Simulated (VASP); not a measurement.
# Li (P2_13) in VASP: further runs

Li is run at these levels: PBEsol, LDA; tasks: single point.

Program: VASP 6.6.1. These are calculated values, not measurements. Logs are shortened: lines on timing, memory, paths and dates and some standing lists are left out, and cuts for length are marked.

### Step 1. The cell of the first run

Symmetry: P2_13, No. 198, cubic system. Conventional cell: a = 4.454 Å, b = 4.454 Å, c = 4.454 Å, α = 90.00°, β = 90.00°, γ = 90.00°. Li (site symmetry 3) has 6 Li at 2.76 Å within 3.6 Å.

### Step 2. Single point, PBEsol (strained)

INCAR

```
SYSTEM = Li
  PREC = Accurate
  ENCUT = 520
  EDIFF = 1E-6
  ISMEAR = 0
  SIGMA = 0.1
  LREAL = .FALSE.
  LASPH = .TRUE.
  NELM = 100
  ALGO = Normal
  ISIF = 2
  LWAVE = .FALSE.
  LCHARG = .FALSE.
  GGA = PS
  NBANDS = 14
```

KPOINTS

```
regular mesh
0
G
  10 10 10
  0 0 0
```

POSCAR

```
Li
1.0
    4.4544848777      0.0000000000      0.0000000000
    0.0000000000      4.4544848777      0.0000000000
    0.0000000000      0.0000000000      4.4544848777
Li
4
Direct
    0.9069710757      0.0930289243      0.5930289243
    0.4069710757      0.4069710757      0.4069710757
    0.0930289243      0.5930289243      0.9069710757
    0.5930289243      0.9069710757      0.0930289243
```

Potentials or basis: VASP PAW PBE potentials, release 64 (Li_sv).

Launch:

```
> cat potpaw_PBE.64/Li_sv/POTCAR > POTCAR
> mpirun -np 1 vasp_std > vasp.out
```

OUTCAR:

```text
SYSTEM = Li
   PREC = Accurate
   ENCUT = 520
   EDIFF = 1E-6
   ISMEAR = 0
   LREAL = .FALSE.
   LASPH = .TRUE.
   NELM = 100
   ISIF = 2
   GGA = PS

 ion  position               nearest neighbor table
   1  0.907  0.093  0.593-
   2  0.407  0.407  0.407-
   3  0.093  0.593  0.907-
   4  0.593  0.907  0.093-

  LATTYP: Found a simple cubic cell.
 ALAT       =     4.4544848777

  Lattice vectors:

 A1 = (   4.4544848777,   0.0000000000,   0.0000000000)
 A2 = (   0.0000000000,   4.4544848777,   0.0000000000)
 A3 = (   0.0000000000,   0.0000000000,   4.4544848777)

Analysis of symmetry for initial positions (statically):
=====================================================================
 Subroutine PRICEL returns:
 Original cell was already a primitive cell.

 Routine SETGRP: Setting up the symmetry group for a
 simple cubic supercell.

 Subroutine GETGRP returns: Found 12 space group operations
 (whereof  3 operations were pure point group operations)
 out of a pool of 48 trial point group operations.

The static configuration has the point symmetry C_3 .
 The point group associated with its full space group is T   .

Analysis of symmetry for dynamics (positions and initial velocities):
=====================================================================
 Subroutine PRICEL returns:
 Original cell was already a primitive cell.

 Routine SETGRP: Setting up the symmetry group for a
 simple cubic supercell.

 Subroutine GETGRP returns: Found 12 space group operations
 (whereof  3 operations were pure point group operations)
 out of a pool of 48 trial point group operations.

The dynamic configuration has the point symmetry C_3 .
 The point group associated with its full space group is T   .

 Subroutine INISYM returns: Found 12 space group operations
 (whereof  3 operations are pure point group operations),
 and found     1 'primitive' translations

----------------------------------------------------------------------------------------

                                     Primitive cell

  volume of cell :      88.3878

  direct lattice vectors                    reciprocal lattice vectors
     4.454484878  0.000000000  0.000000000     0.224492849  0.000000000  0.000000000
     0.000000000  4.454484878  0.000000000     0.000000000  0.224492849  0.000000000
     0.000000000  0.000000000  4.454484878     0.000000000  0.000000000  0.224492849

  length of vectors
     4.454484878  4.454484878  4.454484878     0.224492849  0.224492849  0.224492849

  position of ions in fractional coordinates (direct lattice)
     0.906971076  0.093028924  0.593028924
     0.406971076  0.406971076  0.406971076
     0.093028924  0.593028924  0.906971076
     0.593028924  0.906971076  0.093028924

  ion indices of the primitive-cell ions
   primitive index   ion index
                 1           1
                 2           2
                 3           3
                 4           4

----------------------------------------------------------------------------------------

 KPOINTS: regular mesh

Automatic generation of k-mesh.
 Grid dimensions read from file:
 generate k-points for:   10   10   10

 Generating k-lattice:

  Cartesian coordinates                     Fractional coordinates (reciprocal lattice)
     0.022449285  0.000000000  0.000000000     0.100000000  0.000000000  0.000000000
     0.000000000  0.022449285  0.000000000     0.000000000  0.100000000  0.000000000
     0.000000000  0.000000000  0.022449285     0.000000000  0.000000000  0.100000000

  Length of vectors
     0.022449285  0.022449285  0.022449285

  Shift w.r.t. Gamma in fractional coordinates (k-lattice)
     0.000000000  0.000000000  0.000000000

 Subroutine IBZKPT returns following result:
 ===========================================

 Found     76 irreducible k-points:

 Following reciprocal coordinates:
            Coordinates               Weight
  0.000000  0.000000  0.000000      1.000000
  0.100000  0.000000  0.000000      6.000000
  0.200000  0.000000  0.000000      6.000000
  0.300000  0.000000  0.000000      6.000000
  0.400000  0.000000  0.000000      6.000000
  0.500000  0.000000  0.000000      3.000000
[... 16 lines left out ...]
  0.300000  0.300000  0.000000     12.000000
  0.400000  0.300000  0.000000     12.000000
 [... further k-points ...]
   k-points           NKPTS =     76   k-points in BZ     NKDIM =     76   number of bands    NBANDS=     14
   number of dos      NEDOS =    301   number of ions     NIONS =      4
   total plane-waves  NPLWV =  46656
   dimension x,y,z NGX =    36 NGY =   36 NGZ =   36
   dimension x,y,z NGXF=    72 NGYF=   72 NGZF=   72
   ions per type =               4
   NGX,Y,Z   is equivalent  to a cutoff of  13.44, 13.44, 13.44 a.u.
   NGXF,Y,Z  is equivalent  to a cutoff of  26.87, 26.87, 26.87 a.u.
 SYSTEM =  Li
   PREC   = accura    normal or accurate (medium, high low for compatibility)
   ISTART =      0    job   : 0-new  1-cont  2-samecut
[... 73 lines left out ...]
      9       3.3930      0.00000
     10       3.3930      0.00000
     11       3.3930      0.00000
     12       8.4441      0.00000
     13       8.4441      0.00000
     14       8.7828      0.00000

 k-point     2 :       0.1000    0.0000    0.0000
  band No.  band energies     occupation
      1     -46.0074      2.00000
      2     -45.9728      2.00000
      3     -45.9692      2.00000
      4     -45.9670      2.00000
      5      -2.9555      2.00000
      6       1.6422      0.00000
      7       2.3662      0.00000
      8       2.3763      0.00000
      9       3.3332      0.00000
     10       3.4296      0.00000
     11       4.2139      0.00000
     12       7.7421      0.00000
     13       8.2279      0.00000
     14       8.3286      0.00000

 k-point     3 :       0.2000    0.0000    0.0000
  band No.  band energies     occupation
      1     -46.0053      2.00000
      2     -45.9771      2.00000
      3     -45.9686      2.00000
      4     -45.9655      2.00000
      5      -2.7836      2.00000
      6       0.6982      0.13259
      7       2.5063      0.00000
      8       2.5380      0.00000
      9       3.3817      0.00000
     10       3.5396      0.00000
     11       5.3150      0.00000
     12       6.8392      0.00000
     13       7.4483      0.00000
     14       7.7769      0.00000

 k-point     4 :       0.3000    0.0000    0.0000
  band No.  band energies     occupation
      1     -46.0019      2.00000
      2     -45.9819      2.00000
      3     -45.9676      2.00000
      4     -45.9649      2.00000
      5      -2.4961      2.00000
      6      -0.1703      2.00000
      7       2.7036      0.00000
      8       2.7702      0.00000
      9       3.4734      0.00000
     10       3.7196      0.00000
     11       6.0037      0.00000
     12       6.1565      0.00000
     13       6.5496      0.00000
     14       7.3232      0.00000

 k-point     5 :       0.4000    0.0000    0.0000
  band No.  band energies     occupation
      1     -45.9976      2.00000
      2     -45.9872      2.00000
      3     -45.9666      2.00000
      4     -45.9650      2.00000
      5      -2.0919      2.00000
      6      -0.9286      2.00000
      7       2.8963      0.00000
      8       2.9696      0.00000
      9       3.6512      0.00000
     10       3.9201      0.00000
     11       5.3777      0.00000
[... 276 lines left out ...]
 k-point    22 :      -0.2000    0.5000    0.0000
  band No.  band energies     occupation
      1     -45.9913      2.00000
      2     -45.9913      2.00000
      3     -45.9668      2.00000
      4     -45.9668      2.00000
      5      -1.3498      2.00000
      6      -1.3498      2.00000
      7       2.0795      0.00000
      8       2.0795      0.00000
      9       3.7093      0.00000
     10       3.7093      0.00000
     11       6.3037      0.00000
     12       6.3037      0.00000
     13       7.2958      0.00000
     14       7.2958      0.00000

 k-point    23 :       0.3000    0.3000    0.0000
  band No.  band energies     occupation
      1     -45.9969      2.00000
      2     -45.9840      2.00000
      3     -45.9696      2.00000
      4     -45.9657      2.00000
      5      -1.9845      2.00000
      6       0.0577      2.00000
      7       0.6644      0.30464
      8       2.4172      0.00000
      9       3.3600      0.00000
     10       4.3351      0.00000
     11       6.1820      0.00000
     12       6.6259      0.00000
     13       6.9682      0.00000
     14       7.9184      0.00000

 k-point    24 :       0.4000    0.3000    0.0000
  band No.  band energies     occupation
      1     -45.9936      2.00000
      2     -45.9866      2.00000
      3     -45.9691      2.00000
      4     -45.9668      2.00000
      5      -1.5867      2.00000
      6      -0.4755      2.00000
      7       0.8316      0.00070
      8       1.8321      0.00000
      9       3.7361      0.00000
     10       4.3684      0.00000
     11       5.8233      0.00000
     12       6.2335      0.00000
     13       7.3147      0.00000
     14       8.2132      0.00000

 [... further k-points ...]
[... 5 lines left out ...]
  --------------------------------------------------------------------------------------
  -------------------------------------------------------------------------------------
  Total       -0.1091830     -0.1091830     -0.1091830      0.0000000      0.0000000      0.0000000
  in kB       -1.9791237     -1.9791237     -1.9791237      0.0000000      0.0000000      0.0000000
  external PRESSURE =      -1.9791237 kB  Pullay stress =       0.0000000 kB

 VOLUME and BASIS-vectors are now :
 -----------------------------------------------------------------------------
  energy-cutoff  :      520.00
  volume of cell :       88.39
      direct lattice vectors                 reciprocal lattice vectors
     4.454484878  0.000000000  0.000000000     0.224492849  0.000000000  0.000000000
     0.000000000  4.454484878  0.000000000     0.000000000  0.224492849  0.000000000
     0.000000000  0.000000000  4.454484878     0.000000000  0.000000000  0.224492849

 POSITION                                       TOTAL-FORCE (eV/Angst)
 -----------------------------------------------------------------------------------
      4.04009      0.41440      2.64164         0.180260     -0.180260     -0.180260
      1.81285      1.81285      1.81285         0.180260      0.180260      0.180260
      0.41440      2.64164      4.04009        -0.180260     -0.180260      0.180260
      2.64164      4.04009      0.41440        -0.180260      0.180260     -0.180260
 -----------------------------------------------------------------------------------
    total drift:                               -0.000000     -0.000000     -0.000000

  FREE ENERGIE OF THE ION-ELECTRON SYSTEM (eV)
  ---------------------------------------------------
  free  energy   TOTEN  =        -6.9831766563 eV

  energy  without entropy=       -6.9754671136  energy(sigma->0) =       -6.97932188
```

It took 35 s on 1 thread of AMD EPYC 9R45 (Zen 5), shared host; peak memory 0.19 GiB.

What came out:

- Free energy: -6.9832 eV
- Largest force: 0.312 eV/Å
- Band gap on the k mesh: zero (band 6 reaches 2.32 eV, above the bottom of band 7 at 0.27 eV)

Forces on the atoms (eV/Å):
```
Li   0.180 -0.180 -0.180
Li   0.180  0.180  0.180
Li  -0.180 -0.180  0.180
Li  -0.180  0.180 -0.180
```

Levels at points of the mesh, in eV from the Fermi level:
```csv
k point,band 2,band 3,band 4,band 5,band 6,band 7,band 8,band 9,band 10,band 11
"(0.00, 0.00, 0.00)",-46.56,-46.56,-46.56,-3.60,1.72,1.72,1.72,2.80,2.80,2.80
"(0.50, 0.00, 0.00)",-46.58,-46.56,-46.56,-2.16,-2.16,2.42,2.42,3.31,3.31,4.68
"(0.50, 0.50, 0.00)",-46.58,-46.56,-46.56,-1.07,-1.07,-0.33,-0.33,3.93,3.93,5.09
"(0.50, 0.50, 0.50)",-46.57,-46.57,-46.57,0.02,0.02,0.02,0.02,1.90,1.90,1.90
```

Caveat: the cell differs from its parent crystal (strained); the cutoff is under 1.25 times the usual one of these potentials, so pressure, stress and relaxed cells hold a basis-set (Pulay) error; the PAW data sets were made with another functional, which shifts forces and pressure a little.

### Step 3. Single point, PBEsol (strained)

INCAR

```
SYSTEM = Li
ALGO     = Normal         ! electronic algorithm
EDIFF    = 1E-7           ! SCF threshold, eV
ENCUT    = 520            ! plane-wave cutoff, eV
GGA      = PS             ! functional
ISIF     = 2              ! what is computed and relaxed
ISMEAR   = 0              ! smearing method
LASPH    = .True.         ! aspherical terms in the spheres
LCHARG   = .True.         ! write CHGCAR
LELF     = .True.         ! ELF
LREAL    = .False.        ! projectors in reciprocal space
LVHAR    = .True.       
LWAVE    = .False.        ! write WAVECAR
NBANDS   = 14             ! bands
NELM     = 80             ! most SCF steps
PREC     = Accurate       ! precision mode
SIGMA    = 0.1            ! smearing width, eV
```

KPOINTS

```
k-points
0
Gamma
  10 10 10
  0 0 0
```

POSCAR

```
Li
1.0
    4.4832160179      0.0000000000      0.0000000000
    0.0000000000      4.4832160179      0.0000000000
    0.0000000000      0.0000000000      4.4832160179
Li
4
Direct
    0.8616067697      0.1383932303      0.6383932303
    0.3616067697      0.3616067697      0.3616067697
    0.1383932303      0.6383932303      0.8616067697
    0.6383932303      0.8616067697      0.1383932303
```

Potentials or basis: VASP PAW PBE potentials, release 64 (Li_sv).

Launch:

```
> cat potpaw_PBE.64/Li_sv/POTCAR > POTCAR
> mpirun -np 1 vasp_std > vasp.out
```

Wall time 49 s (1 thread of AMD EPYC 9R45 (Zen 5), shared host); peak memory 0.19 GiB.

It converged, with:

```yaml
Free_energy: -6.8492 eV
Largest_force: 0.143 eV/Å
Band_gap_on_the_k_mesh: zero (band 6 reaches 2.47 eV, above the bottom of band 7 at 0.25 eV)
```

Forces on the atoms (eV/Å):
```
Li  -0.082  0.082  0.082
Li  -0.082 -0.082 -0.082
Li   0.082  0.082 -0.082
Li   0.082 -0.082  0.082
```

Levels at points of the mesh, in eV from the Fermi level:
```csv
k point,band 2,band 3,band 4,band 5,band 6,band 7,band 8,band 9,band 10,band 11
"(0.00, 0.00, 0.00)",-46.66,-46.66,-46.66,-3.60,1.90,1.90,1.90,2.39,2.39,2.39
"(0.50, 0.00, 0.00)",-46.68,-46.65,-46.65,-2.17,-2.17,2.28,2.28,3.29,3.29,4.73
"(0.50, 0.50, 0.00)",-46.68,-46.66,-46.66,-1.10,-1.10,-0.32,-0.32,3.77,3.77,4.92
"(0.50, 0.50, 0.50)",-46.67,-46.67,-46.67,0.04,0.04,0.04,0.04,1.72,1.72,1.72
```

Caveat: the cell differs from its parent crystal (strained); the cutoff is under 1.25 times the usual one of these potentials, so pressure, stress and relaxed cells hold a basis-set (Pulay) error; the PAW data sets were made with another functional, which shifts forces and pressure a little.

### Step 4. Single point, LDA (functional LDA, strained)

INCAR

```
ALGO = Fast
EDIFF = 1E-6
ENCUT = 520
ISIF = 2
ISMEAR = 0
LASPH = True
LCHARG = False
LREAL = False
LWAVE = False
NBANDS = 14
NELM = 80
PREC = Accurate
SIGMA = 0.1
```

KPOINTS

```
k-points
0
Gamma
  10 10 10
```

POSCAR

```
Li
1.0
    4.5276267880      0.0000000000      0.0000000000
    0.0000000000      4.5276267880      0.0000000000
    0.0000000000      0.0000000000      4.5276267880
Li
4
Direct
    0.8875292303      0.1124707697      0.6124707697
    0.3875292303      0.3875292303      0.3875292303
    0.1124707697      0.6124707697      0.8875292303
    0.6124707697      0.8875292303      0.1124707697
```

Potentials or basis: VASP PAW LDA potentials, release 64 (Li_sv).

Launch:

```
> cat potpaw_LDA.64/Li_sv/POTCAR > POTCAR
> mpirun -np 1 vasp_std > vasp.out
```

Run time: 57 s. Hardware: 1 thread of AMD EPYC 9R45 (Zen 5), shared host; peak memory 0.17 GiB.

It converged, with:

| Quantity | Value |
| --- | --- |
| Free energy | -7.1179 eV |
| Largest force | 0.127 eV/Å |
| Band gap on the k mesh | zero (band 6 reaches 2.28 eV, above the bottom of band 7 at 0.12 eV) |

Forces in eV/Å, atoms in the order of the input:
```
Li   0.073 -0.073 -0.073
Li   0.073  0.073  0.073
Li  -0.073 -0.073  0.073
Li  -0.073  0.073 -0.073
```

Levels at points of the mesh, in eV from the Fermi level:
```csv
k point,band 3,band 4,band 5,band 6,band 7,band 8,band 9,band 10
"(0.00, 0.00, 0.00)",-46.38,-46.38,-3.49,1.84,1.84,1.84,2.34,2.34
"(0.50, 0.00, 0.00)",-46.38,-46.38,-2.09,-2.09,2.18,2.18,3.18,3.18
"(0.50, 0.50, 0.00)",-46.38,-46.38,-1.05,-1.05,-0.32,-0.32,3.62,3.62
"(0.50, 0.50, 0.50)",-46.39,-46.39,0.06,0.06,0.06,0.06,1.67,1.67
```

Caveat: the cell differs from its parent crystal (functional LDA, strained); the cutoff is under 1.25 times the usual one of these potentials, so pressure, stress and relaxed cells hold a basis-set (Pulay) error.

### Step 5. Single point, PBEsol (strained and its atoms moved)

INCAR

```
SYSTEM = Li
PREC     = Accurate       ! precision mode
ENCUT    = 520            ! plane-wave cutoff, eV
EDIFF    = 1E-6           ! SCF threshold, eV
ISMEAR   = 0              ! smearing method
SIGMA    = 0.1            ! smearing width, eV
LREAL    = .False.        ! projectors in reciprocal space
LASPH    = .True.         ! aspherical terms in the spheres
NELM     = 100            ! most SCF steps
ALGO     = Normal         ! electronic algorithm
ISIF     = 2              ! what is computed and relaxed
LWAVE    = .False.        ! write WAVECAR
LCHARG   = .True.         ! write CHGCAR
GGA      = PS             ! functional
LELF     = .True.         ! ELF
LVHAR    = .True.       
NBANDS   = 14             ! bands
```

KPOINTS

```
regular mesh
0
Gamma
  10 10 10
  0 0 0
```

POSCAR

```
Li
1.0
    4.5184506409      0.0000000000      0.0000000000
    0.0000000000      4.5184506409      0.0000000000
    0.0000000000      0.0000000000      4.5184506409
Li
4
Direct
    0.8421649243      0.1578350757      0.6578350757
    0.3421649243      0.3421649243      0.3421649243
    0.1578350757      0.6578350757      0.8421649243
    0.6578350757      0.8421649243      0.1578350757
```

Potentials or basis: VASP PAW PBE potentials, release 64 (Li_sv).

Launch:

```
> cat potpaw_PBE.64/Li_sv/POTCAR > POTCAR
> mpirun -np 1 vasp_std > vasp.out
```

Wall time 43 s (1 thread of AMD EPYC 9R45 (Zen 5), shared host); peak memory 0.19 GiB.

Results (log left out):

```
Free energy            : -6.9849 eV
Largest force          : 0.305 eV/Å
Band gap on the k mesh : zero (band 6 reaches 2.14 eV, above the bottom of band 7 at 0.12 eV)
```

Forces on the atoms (eV/Å):
```
Li  -0.176  0.176  0.176
Li  -0.176 -0.176 -0.176
Li   0.176  0.176 -0.176
Li   0.176 -0.176  0.176
```

Levels at points of the mesh, in eV from the Fermi level:
```csv
k point,band 4,band 5,band 6,band 7,band 8,band 9
"(0.00, 0.00, 0.00)",-46.59,-3.52,1.69,1.69,1.69,2.76
"(0.50, 0.00, 0.00)",-46.59,-2.10,-2.10,2.38,2.38,3.24
"(0.50, 0.50, 0.00)",-46.59,-1.01,-1.01,-0.34,-0.34,3.85
"(0.50, 0.50, 0.50)",-46.60,0.05,0.05,0.05,0.05,1.83
```

Caveat: the cell differs from its parent crystal (strained and its atoms moved); the cutoff is under 1.25 times the usual one of these potentials, so pressure, stress and relaxed cells hold a basis-set (Pulay) error; the PAW data sets were made with another functional, which shifts forces and pressure a little.

### Step 6. Summary

```csv
level,potentials or basis,cell,gap on the mesh (eV),largest force (eV/Å)
PBEsol,"VASP PAW PBE potentials, release 64 (Li_sv)","a = 4.454 Å, 4 atoms",none,0.31
PBEsol,"VASP PAW PBE potentials, release 64 (Li_sv)","a = 4.483 Å, 4 atoms",none,0.14
LDA,"VASP PAW LDA potentials, release 64 (Li_sv)","a = 4.528 Å, 4 atoms",none,0.13
PBEsol,"VASP PAW PBE potentials, release 64 (Li_sv)","a = 4.518 Å, 4 atoms",none,0.30
```

Alike in all rows: task single point; no spin polarisation; k mesh 10 × 10 × 10; cutoff (eV) 520; smearing gaussian 0.1 eV.

Caveats: the cutoff is under 1.25 times the usual one of these potentials, so pressure, stress and relaxed cells hold a basis-set (Pulay) error; the PAW data sets were made with another functional, which shifts forces and pressure a little (some runs).

Absolute energies hang on the potentials; compare differences alone.
